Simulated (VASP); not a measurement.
Set up this calculation in VASP 6.6.1, as the native input.

* Task: single point
* Functional: RPBE
* Potentials or basis: VASP PAW PBE potentials, release 64 (Mo_sv)
* Cutoff: 520 eV
* k mesh: 15 × 15 × 4
* Occupations: fermi-dirac, width 0.1 eV
* Spin: no spin polarisation
* Dipole correction: no
* Further INCAR settings: ALGO = Normal; EDIFF = 1e-07; NBANDS = 36

The structure of Mo lies in POSCAR:

```
Mo
1.0
    2.6690511946      0.0000000000      0.0000000000
   -1.3345255973      2.3114661385      0.0000000000
    0.0000000000      0.0000000000      9.3093356762
Mo
4
Direct
    1.0000000000      1.0000000000      0.0000000000
    1.0000000000      1.0000000000      0.5000000000
    0.3333333333      0.6666666667      0.2500000000
    0.6666666667      0.3333333333      0.7500000000
```

This isn't the form of Mo at room conditions, which is bcc.

The input as run:

INCAR

```
  PREC = Accurate
  ENCUT = 520
  EDIFF = 1E-7
  ISMEAR = -1
  SIGMA = 0.1
  LREAL = F
  LASPH = T
  NELM = 100
  ALGO = Normal
  ISIF = 2
  LWAVE = F
  LCHARG = F
  GGA = RP
  NBANDS = 36
```

KPOINTS

```
Automatic mesh
0
Gamma
  15 15 4
```

Potentials or basis: VASP PAW PBE potentials, release 64 (Mo_sv).

Command:

```sh
$ cat potpaw_PBE.64/Mo_sv/POTCAR > POTCAR
$ mpirun -np 1 vasp_std > vasp.out
```

It gave:

```
Pressure               : 38.5 GPa
Band gap on the k mesh : zero (bands 28 and 29 overlap by 1.95 eV)
```

Caveat: the stress differs along the axes, from 34 to 41 GPa; the PAW data sets were made with another functional, which shifts forces and pressure a little.

Wall time 4.1 min on 1 thread of Intel Xeon 8259CL (shared host), peak memory 0.25 GiB.
